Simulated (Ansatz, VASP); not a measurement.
# ZrH2: VASP beside Ansatz

Contents of POSCAR:

```
ZrH2
1.0
    0.0000000000      2.4092250000      2.4092250000
    2.4092250000      0.0000000000      2.4092250000
    2.4092250000      2.4092250000      0.0000000000
Zr H
1 2
Direct
    0.0000000000      0.0000000000      0.0000000000
    0.7500000000      0.7500000000      0.7500000000
    0.2500000000      0.2500000000      0.2500000000
```

INCAR.step1

```
SYSTEM = ZrH2
PREC = Accurate
ENCUT = 440
ISMEAR = -1
SIGMA = 0.03
LREAL = .False.
LASPH = .True.
NELM = 120
NBANDS = 14
GGA = PE
ALGO = Normal
EDIFF = 1E-5
LWAVE = .True.
LCHARG = .False.
GGA_COMPAT = .False.
```

File INCAR.step2:

```
SYSTEM = ZrH2
PREC = Accurate
ENCUT = 440
EDIFF = 1E-8
ISMEAR = -1
SIGMA = 0.03
LREAL = .False.
LASPH = .True.
NELM = 120
ALGO = Normal
ISIF = 2
LWAVE = .False.
LCHARG = .False.
METAGGA = R2SCAN
LMIXTAU = .True.
LEFG = .True.
NBANDS = 14
ISTART = 1
GGA_COMPAT = .False.
```

Contents of KPOINTS:

```
Automatic mesh
0
Gamma
  12 12 12
  0 0 0
```

Input for Ansatz:

```yaml
crystal:
  lattice:
    - [0.0, 2.409225, 2.409225]
    - [2.409225, 0.0, 2.409225]
    - [2.409225, 2.409225, 0.0]
  atoms:
    - { symbol: Zr, position: [0.0, 0.0, 0.0] }
    - { symbol: H, position: [0.75, 0.75, 0.75] }
    - { symbol: H, position: [0.25, 0.25, 0.25] }
kpoints:
  mp_grid: { grid: [12, 12, 12] }
  band_path:
    path:
      - [0.0, 0.0, 0.0]
      - [0.5, 0.0, 0.5]
      - [0.625, 0.25, 0.625]
      - [0.375, 0.375, 0.75]
      - [0.0, 0.0, 0.0]
      - [0.5, 0.5, 0.5]
      - [0.5, 0.25, 0.75]
      - [0.5, 0.0, 0.5]
    npoints: 8
scf:
  occupations: { method: fermi_dirac, width: 0.03 }
hamiltonian:
  xc: r2scan
  pseudopotentials: { kind: all_electron, datasets: crystal }
output:
  forces: true
  stress: true
  eigenvalues: true
  efg: { contact_densities: true }
```

Alike in both runs: task electric field gradients; functional r2SCAN; k mesh 12 × 12 × 12; occupations fermi-dirac, width 0.03 eV; no spin polarisation.

|  | VASP | Ansatz |
| --- | --- | --- |
| version | VASP 6.6.1 | Ansatz 0.2.0 |
| potentials or method | VASP PAW PBE potentials, release 64 (Zr_sv, H), cutoff 440 eV | all-electron PAW with datasets made for the crystal, scalar-relativistic |

```tsv
	VASP	Ansatz	Ansatz less VASP
pressure (GPa)	-1.9	-1.7	+0.29
```

VASP's potentials were made for PBE, not for r2SCAN. Ansatz ran all-electron here, and VASP with PAW potentials.
